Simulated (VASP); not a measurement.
# C (P6/mmm) in VASP: notebook

C is run at these levels: r2SCAN; tasks: single point.

Program: VASP 6.6.1. These are calculated values, not measurements. Logs are shortened: lines on timing, memory, paths and dates and some standing lists are left out, and cuts for length are marked.

**1. The cell of the first run**

It takes space group P6/mmm (No. 191, hexagonal). Conventional cell: a = 5.628 Å, b = 5.628 Å, c = 1.278 Å, α = 90.00°, β = 90.00°, γ = 120.00°. C (site symmetry 6/mmm) has 2 C at 1.28 Å within 1.7 Å. Within 1.7 Å of C (site symmetry -6m2) lie 2 C at 1.28 Å.

**2. Single point, r2SCAN**

File POSCAR:

```
C
1.0
    5.6283333766      0.0000000000      0.0000000000
   -2.8141666883      4.8742796850      0.0000000000
    0.0000000000      0.0000000000      1.2783305284
C
3
Direct
    0.0000000000      0.0000000000      0.0000000000
    0.3333333333      0.6666666667      0.5000000000
    0.6666666667      0.3333333333      0.5000000000
```

File INCAR.step1:

```
SYSTEM = C
PREC     = Accurate       ! precision mode
ENCUT    = 520            ! plane-wave cutoff, eV
ISMEAR   = 0              ! smearing method
SIGMA    = 0.1            ! smearing width, eV
LREAL    = .FALSE.        ! projectors in reciprocal space
LASPH    = .TRUE.         ! aspherical terms in the spheres
NELM     = 60             ! most SCF steps
NBANDS   = 13             ! bands
GGA      = PE             ! functional
ALGO     = Normal         ! electronic algorithm
EDIFF    = 1E-4           ! SCF threshold, eV
LWAVE    = .TRUE.         ! write WAVECAR
LCHARG   = .FALSE.        ! write CHGCAR
```

File INCAR.step2:

```
SYSTEM = C
PREC     = Accurate       ! precision mode
ENCUT    = 520            ! plane-wave cutoff, eV
EDIFF    = 1E-7           ! SCF threshold, eV
ISMEAR   = 0              ! smearing method
SIGMA    = 0.1            ! smearing width, eV
LREAL    = .FALSE.        ! projectors in reciprocal space
LASPH    = .TRUE.         ! aspherical terms in the spheres
NELM     = 60             ! most SCF steps
ALGO     = Normal         ! electronic algorithm
ISIF     = 2              ! what is computed and relaxed
LWAVE    = .FALSE.        ! write WAVECAR
LCHARG   = .FALSE.        ! write CHGCAR
METAGGA  = R2SCAN         ! meta-GGA
LMIXTAU  = .TRUE.       
NBANDS   = 13             ! bands
ISTART   = 1
```

File KPOINTS:

```
regular mesh
0
G
  3 3 12
  0 0 0
```

Potentials or basis: VASP PAW PBE potentials, release 64 (C).

The run is started by

```bash
$ cat potpaw_PBE.64/C/POTCAR > POTCAR
$ cp INCAR.step1 INCAR
$ mpirun -np 1 vasp_std > vasp.out
$ cp INCAR.step2 INCAR
$ mpirun -np 1 vasp_std > vasp.out
```

OUTCAR:

```text
SYSTEM = C
   PREC = Accurate
   ENCUT = 520
   EDIFF = 1E-7
   ISMEAR = 0
   LREAL = .FALSE.
   LASPH = .TRUE.
   NELM = 60
   ISIF = 2
   METAGGA = R2SCAN
   ISTART = 1

 ion  position               nearest neighbor table
   1  0.000  0.000  0.000-
   2  0.333  0.667  0.500-
   3  0.667  0.333  0.500-

  LATTYP: Found a hexagonal cell.
 ALAT       =     5.6283333766
 C/A-ratio  =     0.2271241668

  Lattice vectors:

 A1 = (   5.6283333766,   0.0000000000,   0.0000000000)
 A2 = (  -2.8141666883,   4.8742796850,   0.0000000000)
 A3 = (   0.0000000000,   0.0000000000,   1.2783305284)

Analysis of symmetry for initial positions (statically):
=====================================================================
 Subroutine PRICEL returns:
 Original cell was already a primitive cell.

 Routine SETGRP: Setting up the symmetry group for a
 hexagonal supercell.

 Subroutine GETGRP returns: Found 24 space group operations
 (whereof 24 operations were pure point group operations)
 out of a pool of 24 trial point group operations.

The static configuration has the point symmetry D_6h.

Analysis of symmetry for dynamics (positions and initial velocities):
=====================================================================
 Subroutine PRICEL returns:
 Original cell was already a primitive cell.

 Routine SETGRP: Setting up the symmetry group for a
 hexagonal supercell.

 Subroutine GETGRP returns: Found 24 space group operations
 (whereof 24 operations were pure point group operations)
 out of a pool of 24 trial point group operations.

The dynamic configuration has the point symmetry D_6h.

 Subroutine INISYM returns: Found 24 space group operations
 (whereof 24 operations are pure point group operations),
 and found     1 'primitive' translations

----------------------------------------------------------------------------------------

                                     Primitive cell

  volume of cell :      35.0698

  direct lattice vectors                    reciprocal lattice vectors
     5.628333377  0.000000000  0.000000000     0.177672489  0.102579259  0.000000000
    -2.814166688  4.874279685  0.000000000     0.000000000  0.205158519  0.000000000
     0.000000000  0.000000000  1.278330528     0.000000000  0.000000000  0.782270295

  length of vectors
     5.628333377  5.628333377  1.278330528     0.205158519  0.205158519  0.782270295

  position of ions in fractional coordinates (direct lattice)
     0.000000000  0.000000000  0.000000000
     0.333333333  0.666666667  0.500000000
     0.666666667  0.333333333  0.500000000

  ion indices of the primitive-cell ions
   primitive index   ion index
                 1           1
                 2           2
                 3           3

----------------------------------------------------------------------------------------

 KPOINTS: regular mesh

Automatic generation of k-mesh.
 Grid dimensions read from file:
 generate k-points for:    3    3   12

 Generating k-lattice:

  Cartesian coordinates                     Fractional coordinates (reciprocal lattice)
     0.059224163  0.034193086  0.000000000     0.333333333 -0.000000000  0.000000000
     0.000000000  0.068386173  0.000000000     0.000000000  0.333333333  0.000000000
     0.000000000  0.000000000  0.065189191     0.000000000  0.000000000  0.083333333

  Length of vectors
     0.068386173  0.068386173  0.065189191

  Shift w.r.t. Gamma in fractional coordinates (k-lattice)
     0.000000000  0.000000000  0.000000000

 Subroutine IBZKPT returns following result:
 ===========================================

 Found     21 irreducible k-points:

 Following reciprocal coordinates:
            Coordinates               Weight
  0.000000  0.000000  0.000000      1.000000
  0.333333  0.000000  0.000000      6.000000
  0.333333  0.333333  0.000000      2.000000
  0.000000  0.000000  0.083333      2.000000
  0.333333  0.000000  0.083333     12.000000
  0.333333  0.333333  0.083333      4.000000
[... 13 lines left out ...]
  0.333333  0.000000  0.500000      6.000000
  0.333333  0.333333  0.500000      2.000000
   k-points           NKPTS =     21   k-points in BZ     NKDIM =     21   number of bands    NBANDS=     13
   number of dos      NEDOS =    301   number of ions     NIONS =      3
   total plane-waves  NPLWV =  17640
   dimension x,y,z NGX =    42 NGY =   42 NGZ =   10
   dimension x,y,z NGXF=    84 NGYF=   84 NGZF=   20
   ions per type =               3
   NGX,Y,Z   is equivalent  to a cutoff of  12.41, 12.41, 13.00 a.u.
   NGXF,Y,Z  is equivalent  to a cutoff of  24.81, 24.81, 26.01 a.u.
 SYSTEM =  C
   PREC   = accura    normal or accurate (medium, high low for compatibility)
   ISTART =      1    job   : 0-new  1-cont  2-samecut
   ICHARG =      0    charge: 1-file 2-atom 10-const
   ISPIN  =      1    spin polarized calculation?
   LNONCOLLINEAR =      F non collinear calculations
   LSORBIT =      F    spin-orbit coupling
   LASPH  =      T    aspherical Exc in radial PAW
   ENCUT  =  520.0 eV  38.22 Ry    6.18 a.u.  10.46 10.46  2.38*2*pi/ulx,y,z
   NELM   =     60;   NELMIN=  2; NELMDL=  0     # of ELM steps
   EDIFF  = 0.1E-06   stopping-criterion for ELM
   LREAL  =      F    real-space projection
   EDIFFG = 0.1E-05   stopping-criterion for IOM
   NSW    =      0    number of steps for IOM
   IBRION =     -1    ionic relax: 0-MD 1-quasi-New 2-CG
   NFREE  =      0    steps in history (QN), initial steepest desc. (CG)
   ISIF   =      2    stress and relaxation
   ISYM   =      2    0-nonsym 1-usesym 2-fastsym
   POTIM  = 0.5000    time-step for ionic-motion
   TEBEG  =    0.0;   TEEND  =   0.0 temperature during run
   PSTRESS=    0.0 pullay stress
   NELECT =      12.0000    total number of electrons
   NUPDOWN=      -1.0000    fix difference up-down
   EMIN   =  10.00;   EMAX   =-10.00  energy-range for DOS
   EFERMI =   0.00;   METHOD = LEGACY
   ISMEAR =     0;   SIGMA  =   0.10  broadening in eV -4-tet -1-fermi 0-gaus
   EFERMI_NEDOS =   21; number of points for ismear=-14 and -15
   IALGO  =     38    algorithm
   IMIX   =      4    mixing-type and parameters
     AMIX     =   0.40;   BMIX     =  1.00
     AMIX_MAG =   1.60;   BMIX_MAG =  1.00
  volume/ion in A,a.u.               =      11.69        78.89
  Fermi-wavevector in a.u.,A,eV,Ry     =   1.145049  2.163829 17.839108  1.311137
  Thomas-Fermi vector in A             =   2.281739
   LORBIT       =      0    0 simple, 1 ext, 2 COOP (PROOUT), +10 PAW based schemes
   METAGGA = R2SCAN    functional components
   LHFCALC =     F    Hartree Fock is set to
   AEXX    =    0.0000 exact exchange contribution
   IVDW    =     0    specifies the selected vdW correction
   LEPSILON=     F    determine dielectric tensor
   LRPA    =     F    only Hartree local field effects (RPA)
 non-spin polarized calculation
 Gauss-broadening in eV      SIGMA  =   0.10
  energy-cutoff  :      520.00
  volume of cell :       35.07
 maximum number of plane-waves:       977
 NGX is ok and might be reduce to    42
   NGX = 21   NGY = 21   NGZ =  5

 number of electron      12.0000001 magnetization

 Free energy of the ion-electron system (eV)
  ---------------------------------------------------
  ext. energy  EPLUGINS =         0.00000000
  ---------------------------------------------------
  free energy    TOTEN  =       -26.56341423 eV

  energy without entropy =      -26.55129711  energy(sigma->0) =      -26.55735567

 E-fermi :   1.8286     XC(G=0):  -9.8253

 val. band max:        1.8260921726   @ k =   0.3333   0.0000   0.2500
 cond. band min:       1.8631315050   @ k =   0.3333   0.0000   0.2500
 fundamental gap:      0.0370393324
 Fermi energy:         1.8286001120

 k-point     1 :       0.0000    0.0000    0.0000
  band No.  band energies     occupation
      1     -16.4312      2.00000
      2     -15.6177      2.00000
      3     -15.6177      2.00000
      4      -4.7600      2.00000
      5      -4.7600      2.00000
      6      -4.7598      2.00000
      7      -4.7598      2.00000
      8      -2.7963      2.00000
      9      -2.7963      2.00000
     10       7.8756      0.00000
     11      12.9279      0.00000
     12      12.9279      0.00000
     13      12.9279      0.00000

 k-point     2 :       0.3333    0.0000    0.0000
  band No.  band energies     occupation
      1     -16.2185      2.00000
      2     -15.7990      2.00000
      3     -15.6925      2.00000
      4      -5.4271      2.00000
      5      -4.9355      2.00000
      6      -3.7772      2.00000
      7      -3.7440      2.00000
      8      -3.6229      2.00000
      9      -3.0345      2.00000
     10       9.3208      0.00000
     11      10.3624      0.00000
     12      11.9305      0.00000
     13      12.1337      0.00000

 k-point     3 :       0.3333    0.3333    0.0000
  band No.  band energies     occupation
      1     -15.9112      2.00000
      2     -15.9112      2.00000
      3     -15.9111      2.00000
      4      -4.9067      2.00000
      5      -4.9066      2.00000
      6      -4.9066      2.00000
      7      -3.2363      2.00000
      8      -3.2363      2.00000
      9      -3.2363      2.00000
     10      10.0833      0.00000
     11      10.0833      0.00000
     12      10.0833      0.00000
     13      13.4432      0.00000
[... 257 lines left out ...]
 k-point    20 :       0.3333    0.0000    0.5000
  band No.  band energies     occupation
      1      -8.0495      2.00000
      2      -8.0302      2.00000
      3      -8.0106      2.00000
      4      10.2749      0.00000
      5      10.5351      0.00000
      6      10.7692      0.00000
      7      13.2790      0.00000
      8      13.4651      0.00000
      9      13.6068      0.00000
     10      13.6155      0.00000
     11      13.8728      0.00000
     12      13.9802      0.00000
     13      24.2064      0.00000

 k-point    21 :       0.3333    0.3333    0.5000
  band No.  band energies     occupation
      1      -8.0301      2.00000
      2      -8.0300      2.00000
      3      -8.0300      2.00000
      4      10.5024      0.00000
      5      10.5024      0.00000
      6      10.5312      0.00000
      7      13.2416      0.00000
      8      13.6099      0.00000
      9      13.6099      0.00000
     10      13.6797      0.00000
     11      13.6797      0.00000
     12      14.0384      0.00000
     13      24.0449      0.00000

------------------------ aborting loop because EDIFF is reached ----------------------------------------

  FORCE on cell =-STRESS in cart. coord.  units (eV):
  Direction    XX          YY          ZZ          XY          YZ          ZX
  --------------------------------------------------------------------------------------
  -------------------------------------------------------------------------------------
  Total       -0.0115353     -0.0115353      0.0576000      0.0000000     -0.0000000      0.0000000
  in kB       -0.5269947     -0.5269947      2.6314776      0.0000000     -0.0000000      0.0000000
  external PRESSURE =       0.5258294 kB  Pullay stress =       0.0000000 kB

 VOLUME and BASIS-vectors are now :
 -----------------------------------------------------------------------------
  energy-cutoff  :      520.00
  volume of cell :       35.07
      direct lattice vectors                 reciprocal lattice vectors
     5.628333377  0.000000000  0.000000000     0.177672489  0.102579259  0.000000000
    -2.814166688  4.874279685  0.000000000     0.000000000  0.205158519  0.000000000
     0.000000000  0.000000000  1.278330528     0.000000000  0.000000000  0.782270295

 POSITION                                       TOTAL-FORCE (eV/Angst)
 -----------------------------------------------------------------------------------
      0.00000      0.00000      0.00000         0.000000      0.000000      0.000000
     -0.00000      3.24952      0.63917        -0.000000     -0.000000      0.000000
      2.81417      1.62476      0.63917         0.000000      0.000000      0.000000
 -----------------------------------------------------------------------------------
    total drift:                               -0.000000      0.000000      0.000000

  FREE ENERGIE OF THE ION-ELECTRON SYSTEM (eV)
  ---------------------------------------------------
  free  energy   TOTEN  =       -26.5634142271 eV

  energy  without entropy=      -26.5512971123  energy(sigma->0) =      -26.55735567
```

Run time: 50 s. Hardware: 1 thread of Intel Xeon Platinum 8259CL at 2.50GHz (Skylake/Cascade Lake), shared host; peak memory 0.14 GiB.

Results:

```yaml
Free_energy: -26.5634 eV
Pressure: 0.1 GPa
Band_gap_on_the_k_mesh: zero (band 6 reaches 10.99 eV, above the bottom of band 7 at -4.76 eV)
```

Levels at points of the mesh, in eV from the Fermi level:
| k point | band 3 | band 4 | band 5 | band 6 | band 7 | band 8 | band 9 | band 10 |
| --- | --- | --- | --- | --- | --- | --- | --- | --- |
| (0.00, 0.00, 0.00) | -17.45 | -6.59 | -6.59 | -6.59 | -6.59 | -4.62 | -4.62 | 6.05 |
| (0.00, 0.00, 0.50) | -9.83 | 8.30 | 8.71 | 9.16 | 11.52 | 11.52 | 11.79 | 11.79 |

Caveat: the k points lie up to 0.43 Å⁻¹ apart; the PAW data sets were made with another functional, which shifts forces and pressure a little.

**3. Single point, r2SCAN**

This run uses another cell than the first one, of 12.67 Å³/atom, 1.084 times its volume.

File POSCAR:

```
C
1.0
    4.1527998194      0.0000000000      0.0000000000
   -2.0763999097      3.5964301404      0.0000000000
    0.0000000000      0.0000000000      2.5458468458
C
3
Direct
    0.0000000000      0.0000000000      0.0000000000
    0.3333333333      0.6666666667      0.5000000000
    0.6666666667      0.3333333333      0.5000000000
```

File INCAR.step1:

```
SYSTEM = C
PREC = Accurate ; ENCUT = 520
ISMEAR = 0 ; SIGMA = 0.1
LREAL = .FALSE. ; LASPH = .TRUE.
NELM = 80 ; NBANDS = 13
GGA = PE ; ALGO = Normal
EDIFF = 1E-4 ; LWAVE = .TRUE.
LCHARG = .FALSE.
```

File INCAR.step2:

```
SYSTEM = C
PREC = Accurate ; ENCUT = 520
EDIFF = 1E-7 ; ISMEAR = 0
SIGMA = 0.1 ; LREAL = .FALSE.
LASPH = .TRUE. ; NELM = 80
ALGO = Normal ; ISIF = 2
LWAVE = .FALSE. ; LCHARG = .FALSE.
METAGGA = R2SCAN ; LMIXTAU = .TRUE.
NBANDS = 13 ; ISTART = 1
```

File KPOINTS:

```
Automatic mesh
0
G
  6 6 8
  0 0 0
```

Potentials or basis: VASP PAW PBE potentials, release 64 (C).

The run is started by

```bash
$ cat potpaw_PBE.64/C/POTCAR > POTCAR
$ cp INCAR.step1 INCAR
$ mpirun -np 1 vasp_std > vasp.out
$ cp INCAR.step2 INCAR
$ mpirun -np 1 vasp_std > vasp.out
```

Wall time 55 s (1 thread of Intel Xeon Platinum 8259CL at 2.50GHz (Skylake/Cascade Lake), shared host); peak memory 0.15 GiB.

The run converged. Its results:

| Item | Value |
| --- | --- |
| Free energy | -13.3100 eV |
| Pressure | -32.5 GPa |
| Band gap on the k mesh | zero (band 6 reaches 2.95 eV, above the bottom of band 7 at -0.31 eV) |

Stress tensor (GPa, compression positive):
```
-31.97   0.00   0.00
  0.00 -31.97   0.00
  0.00   0.00 -33.45
```

Levels at points of the mesh, in eV from the Fermi level:
```tsv
k point	band 2	band 3	band 4	band 5	band 6	band 7	band 8	band 9	band 10	band 11
(0.00, 0.00, 0.00)	-7.80	-7.19	-2.16	-2.16	-1.85	-1.85	2.59	4.92	5.15	5.15
(0.50, 0.00, 0.00)	-11.45	-8.49	-4.28	0.64	0.76	2.50	3.37	3.59	3.70	3.96
(0.00, 0.00, 0.50)	-8.67	-4.90	-2.04	-1.22	-0.49	-0.49	-0.17	1.02	1.02	3.06
(0.50, 0.00, 0.50)	-7.98	-7.48	-3.71	-2.83	-1.35	-1.28	0.74	2.50	2.96	3.73
```

Caveat: the PAW data sets were made with another functional, which shifts forces and pressure a little.
